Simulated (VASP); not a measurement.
# KCl (R-3m) in VASP: further runs

Runs on KCl. Level: LDA. Tasks: electric field gradients.

Everything below comes from runs of VASP 6.6.1. Logs are shortened: lines on timing, memory, paths and dates and some standing lists are left out, and cuts for length are marked.

## Step 1: The cell of the first run

It takes space group R-3m (No. 166, trigonal). Conventional cell: a = 4.508 Å, b = 4.508 Å, c = 10.714 Å, α = 90.00°, β = 90.00°, γ = 120.00°. Within 4.2 Å of K (site symmetry -3m) lie 6 Cl at 3.16 Å. Cl (site symmetry -3m) has 6 K at 3.16 Å within 4.2 Å.

## Step 2: Electric field gradients, LDA (equal xy, yz and zx shear strains of -2 %)

The input, INCAR:

```
SYSTEM = KCl
PREC     = Accurate       ! precision mode
ENCUT    = 520            ! plane-wave cutoff, eV
EDIFF    = 1E-8           ! SCF threshold, eV
ISMEAR   = -1             ! smearing method
SIGMA    = 0.03           ! smearing width, eV
LREAL    = .FALSE.        ! projectors in reciprocal space
LASPH    = .TRUE.         ! aspherical terms in the spheres
NELM     = 80             ! most SCF steps
ALGO     = Normal         ! electronic algorithm
ISIF     = 2              ! what is computed and relaxed
LWAVE    = .FALSE.        ! write WAVECAR
LCHARG   = .FALSE.        ! write CHGCAR
LEFG     = .TRUE.       
NBANDS   = 15             ! bands
```

The input, KPOINTS:

```
Automatic mesh
0
G
  7 7 7
  0 0 0
```

The input, POSCAR:

```
KCl
1.0
   -0.0631220000      3.1245390000      3.1245390000
    3.1245390000     -0.0631220000      3.1245390000
    3.1245390000      3.1245390000     -0.0631220000
K Cl
1 1
Direct
    0.0000000000      0.0000000000      0.0000000000
    0.5000000000      0.5000000000      0.5000000000
```

Potentials or basis: VASP PAW LDA potentials, release 64 (K_sv, Cl).

Run with:

```console
$ cat potpaw_LDA.64/K_sv/POTCAR potpaw_LDA.64/Cl/POTCAR > POTCAR
$ mpirun -np 1 vasp_std > vasp.out
```

OUTCAR:

```text
SYSTEM = KCl
   PREC = Accurate
   ENCUT = 520
   EDIFF = 1E-8
   ISMEAR = -1
   LREAL = .FALSE.
   LASPH = .TRUE.
   NELM = 80
   ISIF = 2

 ion  position               nearest neighbor table
   1  0.000  0.000  0.000-   2 3.16   2 3.16   2 3.16   2 3.16   2 3.16   2 3.16
   2  0.500  0.500  0.500-   1 3.16   1 3.16   1 3.16   1 3.16   1 3.16   1 3.16

  LATTYP: Found a trigonal (rhomboedric) cell.
 ALAT       =     4.4192162554
 COS(alpha) =     0.4797000918

  Lattice vectors:

 A1 = (  -0.0631220000,   3.1245390000,   3.1245390000)
 A2 = (   3.1245390000,  -0.0631220000,   3.1245390000)
 A3 = (   3.1245390000,   3.1245390000,  -0.0631220000)

Analysis of symmetry for initial positions (statically):
=====================================================================
 Subroutine PRICEL returns:
 Original cell was already a primitive cell.

 Routine SETGRP: Setting up the symmetry group for a
 trigonal (rhombohedral) supercell.

 Subroutine GETGRP returns: Found 12 space group operations
 (whereof 12 operations were pure point group operations)
 out of a pool of 12 trial point group operations.

The static configuration has the point symmetry D_3d.

Analysis of symmetry for dynamics (positions and initial velocities):
=====================================================================
 Subroutine PRICEL returns:
 Original cell was already a primitive cell.

 Routine SETGRP: Setting up the symmetry group for a
 trigonal (rhombohedral) supercell.

 Subroutine GETGRP returns: Found 12 space group operations
 (whereof 12 operations were pure point group operations)
 out of a pool of 12 trial point group operations.

The dynamic configuration has the point symmetry D_3d.

 Subroutine INISYM returns: Found 12 space group operations
 (whereof 12 operations are pure point group operations),
 and found     1 'primitive' translations

----------------------------------------------------------------------------------------

                                     Primitive cell

  volume of cell :      62.8566

  direct lattice vectors                    reciprocal lattice vectors
    -0.063122000  3.124539000  3.124539000    -0.155254263  0.158455382  0.158455382
     3.124539000 -0.063122000  3.124539000     0.158455382 -0.155254263  0.158455382
     3.124539000  3.124539000 -0.063122000     0.158455382  0.158455382 -0.155254263

  length of vectors
     4.419216255  4.419216255  4.419216255     0.272617135  0.272617135  0.272617135

  position of ions in fractional coordinates (direct lattice)
     0.000000000  0.000000000  0.000000000
     0.500000000  0.500000000  0.500000000

  ion indices of the primitive-cell ions
   primitive index   ion index
                 1           1
                 2           2

----------------------------------------------------------------------------------------

 KPOINTS: Automatic mesh

Automatic generation of k-mesh.
 Grid dimensions read from file:
 generate k-points for:    7    7    7

 Generating k-lattice:

  Cartesian coordinates                     Fractional coordinates (reciprocal lattice)
    -0.022179180  0.022636483  0.022636483     0.142857143  0.000000000 -0.000000000
     0.022636483 -0.022179180  0.022636483     0.000000000  0.142857143 -0.000000000
     0.022636483  0.022636483 -0.022179180     0.000000000  0.000000000  0.142857143

  Length of vectors
     0.038945305  0.038945305  0.038945305

  Shift w.r.t. Gamma in fractional coordinates (k-lattice)
     0.000000000  0.000000000  0.000000000

 Subroutine IBZKPT returns following result:
 ===========================================

 Found     44 irreducible k-points:

 Following reciprocal coordinates:
            Coordinates               Weight
  0.000000  0.000000  0.000000      1.000000
  0.142857  0.000000 -0.000000      6.000000
  0.285714 -0.000000 -0.000000      6.000000
  0.428571  0.000000 -0.000000      6.000000
  0.142857  0.142857  0.000000      6.000000
  0.285714  0.142857  0.000000     12.000000
[... 16 lines left out ...]
  0.285714  0.285714  0.142857      6.000000
  0.428571  0.285714  0.142857     12.000000
 [... further k-points ...]
   k-points           NKPTS =     44   k-points in BZ     NKDIM =     44   number of bands    NBANDS=     15
   number of dos      NEDOS =    301   number of ions     NIONS =      2
   total plane-waves  NPLWV =  46656
   dimension x,y,z NGX =    36 NGY =   36 NGZ =   36
   dimension x,y,z NGXF=    72 NGYF=   72 NGZF=   72
   ions per type =               1   1
   NGX,Y,Z   is equivalent  to a cutoff of  13.54, 13.54, 13.54 a.u.
   NGXF,Y,Z  is equivalent  to a cutoff of  27.09, 27.09, 27.09 a.u.
 SYSTEM =  KCl
   PREC   = accura    normal or accurate (medium, high low for compatibility)
   ISTART =      0    job   : 0-new  1-cont  2-samecut
   ICHARG =      2    charge: 1-file 2-atom 10-const
   ISPIN  =      1    spin polarized calculation?
   LNONCOLLINEAR =      F non collinear calculations
   LSORBIT =      F    spin-orbit coupling
   LASPH  =      T    aspherical Exc in radial PAW
   ENCUT  =  520.0 eV  38.22 Ry    6.18 a.u.   8.22  8.22  8.22*2*pi/ulx,y,z
   NELM   =     80;   NELMIN=  2; NELMDL= -5     # of ELM steps
   EDIFF  = 0.1E-07   stopping-criterion for ELM
   LREAL  =      F    real-space projection
   EDIFFG = 0.1E-06   stopping-criterion for IOM
   NSW    =      0    number of steps for IOM
   IBRION =     -1    ionic relax: 0-MD 1-quasi-New 2-CG
   NFREE  =      0    steps in history (QN), initial steepest desc. (CG)
   ISIF   =      2    stress and relaxation
   ISYM   =      2    0-nonsym 1-usesym 2-fastsym
   POTIM  = 0.5000    time-step for ionic-motion
   TEBEG  =    0.0;   TEEND  =   0.0 temperature during run
   PSTRESS=    0.0 pullay stress
   NELECT =      16.0000    total number of electrons
   NUPDOWN=      -1.0000    fix difference up-down
   EMIN   =  10.00;   EMAX   =-10.00  energy-range for DOS
   EFERMI =   0.00;   METHOD = LEGACY
   ISMEAR =    -1;   SIGMA  =   0.03  broadening in eV -4-tet -1-fermi 0-gaus
   EFERMI_NEDOS =   21; number of points for ismear=-14 and -15
   IALGO  =     38    algorithm
   IMIX   =      4    mixing-type and parameters
     AMIX     =   0.40;   BMIX     =  1.00
     AMIX_MAG =   1.60;   BMIX_MAG =  1.00
  volume/ion in A,a.u.               =      31.43       212.09
  Fermi-wavevector in a.u.,A,eV,Ry     =   1.037523  1.960634 14.646050  1.076454
  Thomas-Fermi vector in A             =   2.171965
   LORBIT       =      0    0 simple, 1 ext, 2 COOP (PROOUT), +10 PAW based schemes
   GGA     = CA    functional components
   LHFCALC =     F    Hartree Fock is set to
   AEXX    =    0.0000 exact exchange contribution
   IVDW    =     0    specifies the selected vdW correction
   LEPSILON=     F    determine dielectric tensor
   LRPA    =     F    only Hartree local field effects (RPA)
 non-spin polarized calculation
  energy-cutoff  :      520.00
  volume of cell :       62.86
 maximum number of plane-waves:      1717
 NGX is ok and might be reduce to    36
   NGX = 17   NGY = 17   NGZ = 17

 number of electron      15.9999999 magnetization

 Free energy of the ion-electron system (eV)
  ---------------------------------------------------
  ext. energy  EPLUGINS =         0.00000000
  ---------------------------------------------------
  free energy    TOTEN  =        -7.36142825 eV

  energy without entropy =       -7.36142825  energy(sigma->0) =       -7.36142825

 E-fermi :  -1.3889     XC(G=0):  -8.0742

 val. band max:       -2.0792900635   @ k =   0.0000   0.0000   0.0000
 cond. band min:       2.5981471580   @ k =   0.0000   0.0000   0.0000
 fundamental gap:      4.6774372216
 Fermi energy:        -1.3888719020

 k-point     1 :       0.0000    0.0000    0.0000
  band No.  band energies     occupation
      1     -28.9733      2.00000
      2     -14.1329      2.00000
      3     -12.6708      2.00000
      4     -12.6706      2.00000
      5     -12.6706      2.00000
      6      -2.1346      2.00000
      7      -2.1346      2.00000
      8      -2.0793      2.00000
      9       2.5981      0.00000
     10       5.8766      0.00000
     11       5.8766      0.00000
     12       6.1420      0.00000
     13       6.8952      0.00000
     14       6.8952      0.00000
     15      10.3260      0.00000

 k-point     2 :       0.1429    0.0000   -0.0000
  band No.  band energies     occupation
      1     -28.9712      2.00000
      2     -14.1740      2.00000
      3     -12.6731      2.00000
      4     -12.6719      2.00000
      5     -12.6193      2.00000
      6      -2.3876      2.00000
      7      -2.2009      2.00000
      8      -2.1504      2.00000
      9       3.0866      0.00000
     10       5.7558      0.00000
     11       6.1284      0.00000
     12       6.3685      0.00000
     13       7.1634      0.00000
     14       7.1758      0.00000
     15      11.0683      0.00000

 k-point     3 :       0.2857   -0.0000   -0.0000
  band No.  band energies     occupation
      1     -28.9666      2.00000
      2     -14.2578      2.00000
      3     -12.6784      2.00000
      4     -12.6748      2.00000
      5     -12.5119      2.00000
      6      -2.8683      2.00000
      7      -2.3430      2.00000
      8      -2.2910      2.00000
      9       4.1450      0.00000
     10       5.6988      0.00000
     11       6.8303      0.00000
     12       7.0672      0.00000
     13       7.8770      0.00000
     14       7.9236      0.00000
     15      10.7941      0.00000
[... 343 lines left out ...]
 k-point    23 :       0.2857    0.2857    0.1429
  band No.  band energies     occupation
      1     -28.9662      2.00000
      2     -14.2074      2.00000
      3     -12.6923      2.00000
      4     -12.6852      2.00000
      5     -12.5671      2.00000
      6      -2.7717      2.00000
      7      -2.3056      2.00000
      8      -2.2988      2.00000
      9       4.0463      0.00000
     10       5.2127      0.00000
     11       7.0755      0.00000
     12       7.1267      0.00000
     13       7.4706      0.00000
     14       8.0060      0.00000
     15      10.9221      0.00000

 k-point    24 :       0.4286    0.2857    0.1429
  band No.  band energies     occupation
      1     -28.9627      2.00000
      2     -14.2083      2.00000
      3     -12.7213      2.00000
      4     -12.6893      2.00000
      5     -12.5593      2.00000
      6      -2.9154      2.00000
      7      -2.4194      2.00000
      8      -2.3599      2.00000
      9       4.8222      0.00000
     10       5.0552      0.00000
     11       7.6077      0.00000
     12       7.6509      0.00000
     13       8.0488      0.00000
     14       8.4009      0.00000
     15       9.7359      0.00000

 [... further k-points ...]

------------------------ aborting loop because EDIFF is reached ----------------------------------------

  FORCE on cell =-STRESS in cart. coord.  units (eV):
  Direction    XX          YY          ZZ          XY          YZ          ZX
  --------------------------------------------------------------------------------------
  -------------------------------------------------------------------------------------
  Total       -0.8035333     -0.8035333     -0.8035333      0.0544752      0.0544752      0.0544752
  in kB      -20.4815759    -20.4815759    -20.4815759      1.3885398      1.3885398      1.3885398
  external PRESSURE =     -20.4815759 kB  Pullay stress =       0.0000000 kB

 VOLUME and BASIS-vectors are now :
 -----------------------------------------------------------------------------
  energy-cutoff  :      520.00
  volume of cell :       62.86
      direct lattice vectors                 reciprocal lattice vectors
    -0.063122000  3.124539000  3.124539000    -0.155254263  0.158455382  0.158455382
     3.124539000 -0.063122000  3.124539000     0.158455382 -0.155254263  0.158455382
     3.124539000  3.124539000 -0.063122000     0.158455382  0.158455382 -0.155254263

 POSITION                                       TOTAL-FORCE (eV/Angst)
 -----------------------------------------------------------------------------------
      0.00000      0.00000      0.00000        -0.000000     -0.000000     -0.000000
      3.09298      3.09298      3.09298         0.000000      0.000000      0.000000
 -----------------------------------------------------------------------------------
    total drift:                                0.000000      0.000000      0.000000

  FREE ENERGIE OF THE ION-ELECTRON SYSTEM (eV)
  ---------------------------------------------------
  free  energy   TOTEN  =        -7.3614282465 eV

  energy  without entropy=       -7.3614282465  energy(sigma->0) =       -7.36142825

 Electric field gradients (V/A^2)
---------------------------------------------------------------------
 ion       V_xx      V_yy      V_zz      V_xy      V_xz      V_yz
---------------------------------------------------------------------
   1      -0.000    -0.000    -0.000     1.068     1.068     1.068
   2      -0.000    -0.000     0.000    -1.371    -1.371    -1.371
---------------------------------------------------------------------

 Electric field gradients after diagonalization (V/A^2)
 (convention: |V_zz| > |V_xx| > |V_yy|)
----------------------------------------------------------------------
 ion       V_xx      V_yy      V_zz     asymmetry (V_yy - V_xx)/ V_zz
----------------------------------------------------------------------
   1      -1.068    -1.068     2.137       0.000
   2       1.371     1.371    -2.742       0.000
----------------------------------------------------------------------

           NMR quadrupolar parameters

 Cq : quadrupolar parameter    Cq=e*Q*V_zz/h
 eta: asymmetry parameters     (V_yy - V_xx)/ V_zz
 Q  : nuclear electric quadrupole moment in mb (millibarn)
----------------------------------------------------------------------
 ion       Cq(MHz)       eta       Q (mb)
----------------------------------------------------------------------
   1       0.005       0.000       1.000
   2      -0.007       0.000       1.000
----------------------------------------------------------------------
```

It used 99 s of CPU time on 1 thread of AMD EPYC 7R13 Processor (Zen 3) (shared host).

Results:

| Quantity | Value |
| --- | --- |
| Free energy | -7.3614 eV |
| Pressure | -2.0 GPa |
| Band gap on the k mesh | 4.68 eV, direct |

Levels at points of the mesh, in eV from the valence-band top:
```
           k point  band 6  band 7  band 8  band 9  band 10  band 11
(0.00, 0.00, 0.00)   -0.06   -0.06    0.00    4.68     7.96     7.96
```

Electric field gradients, principal values (V/Å²):
```csv
atom,least,middle,greatest (by size)
1 K,-1.068,-1.068,2.137
2 Cl,1.371,1.371,-2.742
```

Caveat: the cell differs from its parent crystal (equal xy, yz and zx shear strains of -2 %); without QUAD_EFG the Cq values of the log hold for a quadrupole moment of 1 mb, not for the nuclei. A k mesh can miss the band edges.

[end of part 1 of 2]
